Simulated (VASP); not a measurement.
# NaI (I4/mmm) in VASP: notebook, part 2 of 2

VASP 6.6.1. The steps go on from the part before.

### 3 Single point, PBE (epitaxial xy strain -0.3%)

Input file INCAR:

```
SYSTEM = NaI
PREC = Accurate
ENCUT = 520
EDIFF = 1E-7
ISMEAR = -1
SIGMA = 0.02
LREAL = .FALSE.
LASPH = .TRUE.
NELM = 60
ALGO = Normal
ISIF = 2
LWAVE = .FALSE.
LCHARG = .FALSE.
GGA = PE
NBANDS = 14
```

Input file KPOINTS:

```
Automatic mesh
0
G
  8 8 8
  0 0 0
```

Input file POSCAR:

```
NaI
1.0
    0.0000000000      3.2197084482      3.2377302890
    3.2197084482      0.0000000000      3.2377302890
    3.2197084482      3.2197084482      0.0000000000
Na I
1 1
Direct
    0.0000000000      0.0000000000      0.0000000000
    0.5000000000      0.5000000000      0.5000000000
```

Potentials or basis: VASP PAW PBE potentials, release 64 (Na_pv, I).

Launch:

```
$ cat potpaw_PBE.64/Na_pv/POTCAR potpaw_PBE.64/I/POTCAR > POTCAR
$ mpirun -np 1 vasp_std > vasp.out
```

Run time: 61 s. Hardware: 1 thread of AMD EPYC 7R43 (Zen 3), shared host; peak memory 0.19 GiB.

The run converged. Its results:

```
Free energy            : -5.3828 eV
Pressure               : 0.6 GPa
Band gap on the k mesh : 3.66 eV
```

Stress tensor (GPa, compression positive):
```
0.65 0.00 0.00
0.00 0.65 0.00
0.00 0.00 0.50
```

Levels at points of the mesh, in eV from the valence-band top:
```tsv
k point	band 3	band 4	band 5	band 6	band 7	band 8	band 9	band 10	band 11	band 12
(0.00, 0.00, 0.00)	-22.43	-11.05	-0.01	-0.01	0.00	3.66	7.90	7.94	7.94	9.73
(0.50, 0.00, 0.00)	-22.43	-10.72	-2.22	-0.30	-0.29	5.09	7.43	7.47	8.80	10.33
(0.50, 0.50, 0.00)	-22.43	-10.65	-1.94	-0.75	-0.75	4.50	5.54	9.90	11.37	11.37
(0.50, 0.00, 0.50)	-22.43	-10.64	-1.94	-0.78	-0.75	4.49	5.53	9.94	11.30	11.40
```

Caveat: the cell differs from its parent crystal (epitaxial xy strain -0.3%); spin-orbit coupling is left out, which moves the levels of the heavy elements.

### 4 Single point, r2SCAN (biaxial xy strain -1.1%)

Input file POSCAR:

```
NaI
1.0
    0.0000000000      3.1932247394      3.2297205820
    3.1932247394      0.0000000000      3.2297205820
    3.1932247394      3.1932247394      0.0000000000
Na I
1 1
Direct
    0.0000000000      0.0000000000      0.0000000000
    0.5000000000      0.5000000000      0.5000000000
```

Input file INCAR.step1:

```
PREC = Accurate
ENCUT = 520
ISMEAR = 0
SIGMA = 0.01
LREAL = False
LASPH = True
NELM = 80
NBANDS = 14
GGA = PE
ALGO = Normal
EDIFF = 1E-4
LWAVE = True
LCHARG = False
```

Input file INCAR.step2:

```
PREC = Accurate
ENCUT = 520
EDIFF = 1E-6
ISMEAR = 0
SIGMA = 0.01
LREAL = False
LASPH = True
NELM = 80
ALGO = Normal
ISIF = 2
LWAVE = False
LCHARG = False
METAGGA = R2SCAN
LMIXTAU = True
NBANDS = 14
ISTART = 1
```

Input file KPOINTS:

```
regular mesh
0
Gamma
  8 8 8
```

Launch:

```
$ cat potpaw_PBE.64/Na_pv/POTCAR potpaw_PBE.64/I/POTCAR > POTCAR
$ cp INCAR.step1 INCAR
$ mpirun -np 1 vasp_std > vasp.out
$ cp INCAR.step2 INCAR
$ mpirun -np 1 vasp_std > vasp.out
```

Wall time 4.7 min (1 thread of AMD EPYC 7R43 (Zen 3), shared host); peak memory 0.21 GiB.

Results (log left out):

* Free energy: -31.0842 eV
* Pressure: 0.3 GPa
* Band gap on the k mesh: 4.52 eV

Stress tensor (GPa, compression positive):
```
0.44 0.00 0.00
0.00 0.44 0.00
0.00 0.00 0.11
```

Levels at points of the mesh, in eV from the valence-band top:
```tsv
k point	band 4	band 5	band 6	band 7	band 8	band 9	band 10	band 11
(0.00, 0.00, 0.00)	-11.43	-0.01	-0.01	0.00	4.52	8.42	8.49	8.49
(0.50, 0.00, 0.00)	-11.07	-2.30	-0.34	-0.31	5.70	8.04	8.13	10.00
(0.50, 0.50, 0.00)	-10.99	-2.04	-0.79	-0.79	5.25	5.98	10.87	12.25
(0.50, 0.00, 0.50)	-10.97	-2.04	-0.84	-0.79	5.23	5.95	10.95	12.25
```

Caveat: the cell differs from its parent crystal (biaxial xy strain -1.1%); the PAW data sets were made with another functional, which shifts forces and pressure a little; spin-orbit coupling is left out, which moves the levels of the heavy elements.

### 5 Single point, r2SCAN (epitaxial xy strain -0.3%)

Input file POSCAR:

```
NaI
1.0
    0.0000000000      3.2197084482      3.2377302890
    3.2197084482      0.0000000000      3.2377302890
    3.2197084482      3.2197084482      0.0000000000
Na I
1 1
Direct
    0.0000000000      0.0000000000      0.0000000000
    0.5000000000      0.5000000000      0.5000000000
```

Changes to INCAR.step1 since step 4:

```diff
@@ -6,3 +6,3 @@
 LASPH = True
-NELM = 80
+NELM = 60
 NBANDS = 14
```

Changes to INCAR.step2 since step 4:

```diff
@@ -7,3 +7,3 @@
 LASPH = True
-NELM = 80
+NELM = 60
 ALGO = Normal
```

KPOINTS is that of step 4.

Launch:

```
$ cat potpaw_PBE.64/Na_pv/POTCAR potpaw_PBE.64/I/POTCAR > POTCAR
$ cp INCAR.step1 INCAR
$ mpirun -np 1 vasp_std > vasp.out
$ cp INCAR.step2 INCAR
$ mpirun -np 1 vasp_std > vasp.out
```

Wall time 4.6 min (1 thread of AMD EPYC 7R43 (Zen 3), shared host); peak memory 0.2 GiB.

The run converged. Its results:

```
Free energy            : -31.0858 eV
Pressure               : 0.0 GPa
Band gap on the k mesh : 4.47 eV
```

Stress tensor (GPa, compression positive):
```
 0.04  0.00  0.00
 0.00  0.04  0.00
 0.00  0.00 -0.12
```

Levels at points of the mesh, in eV from the valence-band top:
```csv
k point,band 5,band 6,band 7,band 8,band 9,band 10
"(0.00, 0.00, 0.00)",-0.01,-0.01,0.00,4.47,8.45,8.48
"(0.50, 0.00, 0.00)",-2.23,-0.31,-0.30,5.69,8.05,8.10
"(0.50, 0.50, 0.00)",-1.97,-0.77,-0.77,5.24,6.01,10.77
"(0.50, 0.00, 0.50)",-1.97,-0.79,-0.77,5.23,6.00,10.81
```

Caveat: the cell differs from its parent crystal (epitaxial xy strain -0.3%); the PAW data sets were made with another functional, which shifts forces and pressure a little; spin-orbit coupling is left out, which moves the levels of the heavy elements.

### 6 Summary

```tsv
level	cell	smearing	gap on the mesh (eV)	pressure (GPa)
PBE	a = 4.542, b = 4.542, c = 4.516 Å, angles 60.2, 60.2, 59.6°, 2 atoms	fermi-dirac 0.02 eV	3.71	1.0
PBE	a = 4.566, b = 4.566, c = 4.553 Å, angles 60.1, 60.1, 59.8°, 2 atoms	fermi-dirac 0.02 eV	3.66	0.6
r2SCAN	a = 4.542, b = 4.542, c = 4.516 Å, angles 60.2, 60.2, 59.6°, 2 atoms	gaussian 0.01 eV	4.52	0.3
r2SCAN	a = 4.566, b = 4.566, c = 4.553 Å, angles 60.1, 60.1, 59.8°, 2 atoms	gaussian 0.01 eV	4.47	0.0
```

Alike in all rows: task single point; potentials or basis VASP PAW PBE potentials, release 64 (Na_pv, I); no spin polarisation; k mesh 8 × 8 × 8; cutoff (eV) 520.

Caveats: spin-orbit coupling is left out, which moves the levels of the heavy elements; the PAW data sets were made with another functional, which shifts forces and pressure a little (at least some runs).

Absolute energies hang on the potentials; compare differences alone.
